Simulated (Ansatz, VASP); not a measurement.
## ScS4 in VASP and in Ansatz

```
Sc S
1.0
     4.35997    0.00000    0.00000
    -2.17999    3.77585    0.00000
     0.00000    0.00000    7.97630
Sc S
1 4
Direct
  0.00000 0.00000 0.00000
  0.50000 0.00000 0.00000
  0.00000 0.50000 0.00000
  0.50000 0.50000 0.00000
  0.00000 0.00000 0.50000
```

Alike in both runs: task relaxation of cell and atoms; functional PBE; k mesh 6 × 6 × 2; occupations gaussian, width 0.1 eV; no spin polarisation.

```csv
,VASP,Ansatz
version,VASP 6.6.1,Ansatz 0.2.0
potentials or method,"VASP PAW PBE potentials, release 64 (Sc_sv, S), cutoff 600 eV","scalar-relativistic, plane waves, PAW"
valence electrons in the cell,35,35
```

```tsv
	VASP	Ansatz	Ansatz less VASP
gap on the k mesh at the Fermi level, each at its own relaxed structure (eV)	none	none	-
relaxed volume (Å³/atom)	23.91	23.85	-0.054
relaxed length of the cell vector where the two differ most in proportion (Å)	5.033	5.027	-0.0059
```

A gap of «none» marks a metal or a gap that the smearing closes.

The k mesh is coarse, so the values compare programs but aren't converged.
